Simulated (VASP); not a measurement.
# Cu (P6_3/mmc) in VASP: a series of runs, part 2 of 2

VASP 6.6.1.

### 3 Single point, PBEsol

This run uses another cell than the first one, of the same volume but with other edges.

File INCAR:

```
PREC = Accurate ; ENCUT = 520
EDIFF = 1E-6 ; ISMEAR = 0
SIGMA = 0.15 ; LREAL = F
LASPH = T ; NELM = 60
ALGO = Fast ; ISIF = 2
LWAVE = F ; LCHARG = F
GGA = PS ; NBANDS = 18
```

File KPOINTS:

```
Automatic mesh
0
Gamma
  24 24 14
```

File POSCAR:

```
Cu
1.0
    2.7297728867      0.0000000000      0.0000000000
   -1.3648864433      2.3640526664      0.0000000000
    0.0000000000      0.0000000000      3.5441062510
Cu
2
Direct
    0.3333333333      0.6666666667      0.2500000000
    0.6666666667      0.3333333333      0.7500000000
```

Potentials or basis: VASP PAW PBE potentials, release 64 (Cu).

The run is started by

```
$ cat potpaw_PBE.64/Cu/POTCAR > POTCAR
$ mpirun -np 1 vasp_std > vasp.out
```

OUTCAR:

```text
PREC = Accurate
   ENCUT = 520
   EDIFF = 1E-6
   ISMEAR = 0
   LREAL = F
   LASPH = T
   NELM = 60
   ISIF = 2
   GGA = PS

 ion  position               nearest neighbor table
   1  0.333  0.667  0.250-   2 2.37   2 2.37   2 2.37   2 2.37   2 2.37   2 2.37
   2  0.667  0.333  0.750-   1 2.37   1 2.37   1 2.37   1 2.37   1 2.37   1 2.37

  LATTYP: Found a hexagonal cell.
 ALAT       =     2.7297728867
 C/A-ratio  =     1.2983154270

  Lattice vectors:

[... 691 lines left out ...]

 [... further k-points ...]

------------------------ aborting loop because EDIFF is reached ----------------------------------------

  FORCE on cell =-STRESS in cart. coord.  units (eV):
  Direction    XX          YY          ZZ          XY          YZ          ZX
  --------------------------------------------------------------------------------------
  -------------------------------------------------------------------------------------
  Total       -0.4349497     -0.4349497      3.8194107     -0.0000000     -0.0000000      0.0000000
  in kB      -30.4690691    -30.4690691    267.5571393     -0.0000000     -0.0000000      0.0000000
  external PRESSURE =      68.8730003 kB  Pullay stress =       0.0000000 kB

 VOLUME and BASIS-vectors are now :
 -----------------------------------------------------------------------------
  energy-cutoff  :      520.00
  volume of cell :       22.87
      direct lattice vectors                 reciprocal lattice vectors
     2.729772887  0.000000000  0.000000000     0.366330842  0.211501210  0.000000000
    -1.364886443  2.364052666  0.000000000     0.000000000  0.423002420  0.000000000
     0.000000000  0.000000000  3.544106251     0.000000000  0.000000000  0.282158584

 POSITION                                       TOTAL-FORCE (eV/Angst)
 -----------------------------------------------------------------------------------
     -0.00000      1.57604      0.88603        -0.000000      0.000000      0.000000
      1.36489      0.78802      2.65808         0.000000     -0.000000      0.000000
 -----------------------------------------------------------------------------------
    total drift:                               -0.000000      0.000000     -0.000000

  FREE ENERGIE OF THE ION-ELECTRON SYSTEM (eV)
  ---------------------------------------------------
  free  energy   TOTEN  =        -8.2161986189 eV

  energy  without entropy=       -8.2098323058  energy(sigma->0) =       -8.21301546
```

OSZICAR:

```text
N       E                     dE             d eps       ncg     rms          rms(c)
DAV:   1     0.120290352165E+03    0.12029E+03   -0.10589E+04 19282   0.221E+03
DAV:   2    -0.426881944774E+01   -0.12456E+03   -0.11844E+03 17604   0.287E+02
DAV:   3    -0.102014816407E+02   -0.59327E+01   -0.57393E+01 19332   0.857E+01
DAV:   4    -0.102654828275E+02   -0.64001E-01   -0.63956E-01 20792   0.953E+00
DAV:   5    -0.102663572842E+02   -0.87446E-03   -0.87442E-03 21478   0.981E-01    0.116E+01
RMM:   6    -0.892690942155E+01    0.13394E+01   -0.11252E+01 20551   0.595E+01    0.618E+00
RMM:   7    -0.824139437190E+01    0.68552E+00   -0.19414E+00 20374   0.256E+01    0.145E+00
RMM:   8    -0.821807890308E+01    0.23315E-01   -0.63192E-02 21609   0.238E+00    0.327E-01
RMM:   9    -0.821591604285E+01    0.21629E-02   -0.13438E-02 21560   0.213E+00    0.446E-02
RMM:  10    -0.821617834519E+01   -0.26230E-03   -0.25311E-03 22158   0.598E-01    0.548E-02
RMM:  11    -0.821618259132E+01   -0.42461E-05   -0.41514E-04 23614   0.209E-01    0.405E-03
RMM:  12    -0.821619618599E+01   -0.13595E-04   -0.12195E-04 22350   0.114E-01    0.512E-03
RMM:  13    -0.821619827302E+01   -0.20870E-05   -0.19385E-05 18013   0.457E-02    0.454E-03
RMM:  14    -0.821619861895E+01   -0.34593E-06   -0.80793E-06 16717   0.307E-02
   1 F= -.82161986E+01 E0= -.82130155E+01  d E =-.636631E-02
```

stdout:

```text
POSCAR found type information on POSCAR Cu
 POSCAR found :  1 types and       2 ions
 scaLAPACK will be used
 -----------------------------------------------------------------------------
|                                                                             |
|                                                                             |
|     You enforced a specific xc type in the INCAR file but a different       |
|     I HOPE YOU KNOW WHAT YOU ARE DOING!                                     |
|                                                                             |
 -----------------------------------------------------------------------------

 LDA part: xc-table for (Slater+PW92), standard interpolation
 POSCAR, INCAR and KPOINTS ok, starting setup
 FFT: planning ... GRIDC
 FFT: planning ... GRID_SOFT
 FFT: planning ... GRID
 WAVECAR not read
 entering main loop
WARNING in EDDRMM: call to ZHEGV failed, returncode =   8  4     14
WARNING in EDDRMM: call to ZHEGV failed, returncode =   6  3     17
WARNING in EDDRMM: call to ZHEGV failed, returncode =   6  3     15
WARNING in EDDRMM: call to ZHEGV failed, returncode =   6  3     13
```

It took 1.7 min on 1 thread of AMD EPYC 9R45 (Zen 5), shared host; peak memory 0.23 GiB.

What came out:

```yaml
Free_energy: -8.2162 eV
Pressure: 6.9 GPa
Band_gap_on_the_k_mesh: zero (bands 11 and 12 overlap by 4.91 eV)
```

Caveat: the cell stands under pressure; the PAW data sets were made with another functional, which shifts forces and pressure a little.

### 4 Single point, PBEsol

This run uses another cell than the first one, of the same volume but with other edges.

File INCAR:

```
PREC     = Accurate       # precision mode
ENCUT    = 520            # plane-wave cutoff, eV
EDIFF    = 1E-6           # SCF threshold, eV
ISMEAR   = 0              # smearing method
SIGMA    = 0.15           # smearing width, eV
LREAL    = F              # projectors in reciprocal space
LASPH    = T              # aspherical terms in the spheres
NELM     = 80             # most SCF steps
ALGO     = Fast           # electronic algorithm
ISIF     = 2              # what is computed and relaxed
LWAVE    = F              # write WAVECAR
LCHARG   = F              # write CHGCAR
GGA      = PS             # functional
NBANDS   = 18             # bands
```

File KPOINTS:

```
regular mesh
0
Gamma
  24 24 14
```

File POSCAR:

```
Cu
1.0
    2.3218922435      0.0000000000      0.0000000000
   -1.1609461218      2.0108176677      0.0000000000
    0.0000000000      0.0000000000      4.8986413444
Cu
2
Direct
    0.3333333333      0.6666666667      0.2500000000
    0.6666666667      0.3333333333      0.7500000000
```

The run is started by

```
$ cat potpaw_PBE.64/Cu/POTCAR > POTCAR
$ mpirun -np 1 vasp_std > vasp.out
```

Run time: 1.8 min. Hardware: 1 thread of AMD EPYC 9R45 (Zen 5), shared host; peak memory 0.23 GiB.

Results (log left out):

```
Free energy            : -7.9970 eV
Pressure               : 13.1 GPa
Band gap on the k mesh : zero (bands 11 and 12 overlap by 7.66 eV)
```

Stress tensor (GPa, compression positive):
```
 30.76   0.00   0.00
  0.00  30.76   0.00
  0.00   0.00 -22.19
```

Levels at points of the mesh, in eV from the Fermi level:
```
           k point  band 7  band 8  band 9  band 10  band 11  band 12  band 13  band 14  band 15  band 16
(0.00, 0.00, 0.00)   -3.22   -2.93   -2.01    -2.01    -1.76    -1.76     0.79    14.81    20.28    25.30
(0.50, 0.00, 0.00)   -2.50   -1.94   -1.31    -1.30     0.45     2.24     7.15     7.34     9.98    10.04
(0.00, 0.00, 0.50)   -3.26   -3.26   -1.88    -1.88    -1.88    -1.88     6.82     6.82    25.79    25.79
(0.50, 0.00, 0.50)   -2.09   -2.09   -1.31    -1.31     0.81     0.81     5.99     5.99    13.71    13.71
```

Caveat: the cell stands under pressure; the PAW data sets were made with another functional, which shifts forces and pressure a little.

### 5 The runs side by side

```tsv
cell	further INCAR settings	gap on the mesh (eV)	pressure (GPa)
a = 2.493, b = 2.493, c = 4.249 Å, angles 90.0, 90.0, 120.0°, 2 atoms	ALGO = Fast; EDIFF = 1e-07; NBANDS = 18	none	-0.5
a = 2.730, b = 2.730, c = 3.544 Å, angles 90.0, 90.0, 120.0°, 2 atoms	ALGO = Fast; EDIFF = 1e-06; NBANDS = 18	none	6.9
a = 2.322, b = 2.322, c = 4.899 Å, angles 90.0, 90.0, 120.0°, 2 atoms	ALGO = Fast; EDIFF = 1e-06; NBANDS = 18	none	13.1
```

Alike in all rows: task single point; level PBEsol; potentials or basis VASP PAW PBE potentials, release 64 (Cu); no spin polarisation; k mesh 24 × 24 × 14; cutoff (eV) 520; smearing gaussian 0.15 eV.

Caveats: the PAW data sets were made with another functional, which shifts forces and pressure a little; the cell stands under pressure (at least some runs).

Total energies depend on the potentials used, so only differences within one code and one set of settings carry meaning.
